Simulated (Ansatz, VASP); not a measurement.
# One calculation of Li, two programs

File INCAR:

```
PREC = Accurate ; ENCUT = 600
EDIFF = 1E-7 ; ISMEAR = 0
SIGMA = 0.1 ; LREAL = False
LASPH = True ; NELM = 80
ALGO = Fast ; ISIF = 3
LWAVE = False ; LCHARG = False
GGA = PE ; IBRION = 2
NSW = 100 ; EDIFFG = -0.01
```

The input KPOINTS:

```
regular mesh
0
Gamma
  20 20 20
```

Contents of POSCAR:

```
Li
1.0
    2.7266795347      0.0000000000      0.0000000000
    0.0000000000      2.7266795347      0.0000000000
    0.0000000000      0.0000000000      2.7266795347
Li
1
Direct
    0.0000000000      0.0000000000      0.0000000000
```

Input for Ansatz:

```yaml
crystal:
  lattice:
    - [2.7266795347, 0.0, 0.0]
    - [0.0, 2.7266795347, 0.0]
    - [0.0, 0.0, 2.7266795347]
  atoms:
    - { symbol: Li, position: [0.0, 0.0, 0.0] }
basis:
  ecutwfc: 420
kpoints:
  mp_grid: { grid: [20, 20, 20] }
hamiltonian:
  xc: pbe
scf:
  occupations: { method: gaussian, width: 0.1 }
output:
  forces: true
  stress: true
  eigenvalues: true
relax:
  adjacent_minimum: "off"
  f_tol: 0.01
  max_steps: 80
  cell: { stress_tol: 0.05 }
```

Alike in both runs: task relaxation of cell and atoms; functional PBE; k mesh 20 × 20 × 20; occupations gaussian, width 0.1 eV; no spin polarisation.

|  | VASP | Ansatz |
| --- | --- | --- |
| version | VASP 6.6.1 | Ansatz 0.2.0 |
| potentials or method | VASP PAW PBE potentials, release 64 (Li_sv), cutoff 600 eV | scalar-relativistic, plane waves, PAW |
| valence electrons in the cell | 3 | 3 |

|  | VASP | Ansatz | Ansatz less VASP |
| --- | --- | --- | --- |
| gap on the k mesh at the Fermi level, each at its own relaxed structure (eV) | none | none | - |
| relaxed volume (Å³/atom) | 20.27 | 20.33 | +0.058 |
| relaxed cell length with the largest relative difference (Å) | 2.727 | 2.729 | +0.0026 |

A gap of «none» marks a metal or a gap that the smearing closes.

Noted on VASP's run: the cutoff is short for stress, so the pressure is rough; the relaxation stopped at its first step, so nothing moved.
